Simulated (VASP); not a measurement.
The system is InAs.

```
In As
1.0
     0.00000    3.02900    3.02900
     3.02900    0.00000    3.02900
     3.02900    3.02900    0.00000
In As
1 1
Direct
  0.00000 0.00000 0.00000
  0.25000 0.25000 0.25000
```

Base run:

| Item | Value |
| --- | --- |
| Program | VASP 6.6.1 |
| Functional | PBE |
| Potentials or basis | VASP PAW PBE potentials, release 64 (In_d, As) |
| Cutoff | 500 eV |
| k mesh | 8 × 8 × 8 |
| Occupations | gaussian, width 0.01 eV |
| Spin | no spin polarisation |

Its results: band gap on the k mesh zero (filled and empty bands touch); pressure 3.6 GPa.

Question: The run is repeated on the same cell with these changes: functional from PBE to LDA; potentials or basis from VASP PAW PBE potentials, release 64 (In_d, As) to VASP PAW LDA potentials, release 64 (In_d, As). What comes out?

Answer: Band gap on the k mesh zero (filled and empty bands touch); pressure -0.8 GPa.

Caveats: semilocal functionals underestimate gaps, so a narrow gap can read as zero; spin-orbit coupling is left out, which moves the levels of the heavy elements; the cell stands under pressure (at least some runs).
